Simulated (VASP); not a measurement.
# Si16O (a cell with a defect): single point with PBEsol

Si16O (a cell with a defect):

```xyz
17
Lattice="0.0000 5.4300 5.4300 5.4300 0.0000 5.4300 5.4300 5.4300 0.0000" Properties=species:S:1:pos:R:3 pbc="T T T"
Si    0.0166   -0.0642   -0.0424
Si    1.5846    1.1245    1.2567
Si    2.7356    2.7563    0.0075
Si    4.0826    4.0966    1.3900
Si    2.5745    0.0552    3.0620
Si    4.0974    1.4261    4.1438
Si    5.4376    2.8329    2.8327
Si    6.5887    4.1882    4.3772
Si    0.2870    2.4577    2.6698
Si    1.4040    4.0297    4.0347
Si    2.7624    5.4684    2.7653
Si    4.1310    6.8394    4.1002
Si    2.7403    2.7521    5.4776
Si    4.3046    3.8046    6.8219
Si    5.2926    5.5874    5.7160
Si    6.8235    6.8995    6.9322
O     8.9304    9.5563    8.2388
```

```yaml
Program: VASP 6.6.1
Task: single point
Functional: PBEsol
Potentials_or_basis: VASP PAW PBE potentials, release 64 (Si, O)
Cutoff: 520 eV
k_mesh: 2 × 2 × 2
Occupations: fermi-dirac, width 0.05 eV
Spin: collinear spin, ferromagnetic start
Starting_moments: "[0.0, 0.0, 0.0, 0.0, 0.0, 0.0, 0.0, 0.0, 0.0, 0.0, 0.0, 0.0, 0.0, 0.0, 0.0, 0.0, 1.0] μB"
Dipole_correction: no
Further_INCAR_settings: LREAL = Auto; ALGO = Normal; EDIFF = 1e-06; NBANDS = 53
```

The pressure is 2.4 GPa and the largest force is 0.100 eV/Å. The band gap on the k mesh is 0.40 eV. The net moment is 0.00 μB per cell and the valence electrons inside the program's atomic spheres are Si 1.69, 1.71, 1.68, 1.70, 1.72 (each value once); O 5.16.

Forces in eV/Å, atoms in the order of the input:
```
Si   0.003  0.013  0.001
Si  -0.015 -0.021 -0.020
Si   0.004 -0.015  0.010
Si   0.019  0.024 -0.003
Si  -0.036  0.092  0.019
Si  -0.001  0.012  0.020
Si  -0.002 -0.025  0.000
Si  -0.010 -0.018 -0.023
Si   0.027  0.030  0.003
Si   0.015 -0.023 -0.018
Si  -0.006 -0.010  0.015
Si  -0.021 -0.007 -0.027
Si  -0.023 -0.001  0.001
Si   0.077 -0.023 -0.057
Si   0.001  0.013  0.025
Si   0.011  0.015  0.004
O   -0.045 -0.057  0.051
```

Stress tensor (GPa, compression positive):
```
 2.59 -1.00 -1.14
-1.00  2.29  1.44
-1.14  1.44  2.24
```

Levels at points of the mesh, in eV from the valence-band top:
Spin up:
| k point | band 33 | band 34 | band 35 | band 36 | band 37 | band 38 |
| --- | --- | --- | --- | --- | --- | --- |
| (0.00, 0.00, 0.00) | -0.34 | -0.07 | 0.00 | 0.40 | 0.67 | 0.71 |
| (0.50, 0.00, 0.00) | -0.68 | -0.66 | -0.09 | 1.06 | 1.35 | 1.44 |
| (0.00, 0.50, 0.00) | -0.81 | -0.64 | -0.53 | 1.21 | 1.33 | 1.49 |
| (0.00, 0.00, 0.50) | -0.80 | -0.62 | -0.56 | 1.22 | 1.32 | 1.49 |
| (0.50, 0.50, 0.50) | -0.77 | -0.62 | -0.57 | 1.10 | 1.37 | 1.51 |
| (0.50, 0.50, 0.00) | -1.27 | -1.19 | -0.46 | 1.16 | 1.38 | 2.24 |
| (0.00, 0.50, 0.50) | -1.34 | -1.04 | -0.96 | 1.34 | 1.38 | 2.21 |
| (0.50, 0.00, 0.50) | -1.26 | -1.18 | -0.60 | 1.21 | 1.38 | 2.24 |
Spin down:
```tsv
k point	band 32	band 33	band 34	band 35	band 36	band 37	band 38	band 39
(0.00, 0.00, 0.00)	-0.93	-0.34	-0.07	0.00	0.40	0.67	0.71	0.89
(0.50, 0.00, 0.00)	-0.77	-0.68	-0.66	-0.09	1.06	1.35	1.44	1.47
(0.00, 0.50, 0.00)	-1.22	-0.81	-0.64	-0.53	1.21	1.33	1.49	1.62
(0.00, 0.00, 0.50)	-1.23	-0.80	-0.62	-0.56	1.22	1.32	1.49	1.63
(0.50, 0.50, 0.50)	-1.25	-0.77	-0.62	-0.57	1.10	1.37	1.51	1.57
(0.50, 0.50, 0.00)	-1.44	-1.27	-1.19	-0.46	1.16	1.38	2.24	2.30
(0.00, 0.50, 0.50)	-1.38	-1.34	-1.04	-0.96	1.34	1.38	2.21	2.32
(0.50, 0.00, 0.50)	-1.45	-1.26	-1.18	-0.60	1.21	1.38	2.24	2.33
```

Wall time 4.2 min on 1 thread of Intel(R) Xeon(R) 6975P-C (Granite Rapids) (shared host), peak memory 0.7 GiB.

Caveat: the k points lie up to 0.50 Å⁻¹ apart; the PAW data sets were made with another functional, which shifts forces and pressure a little.
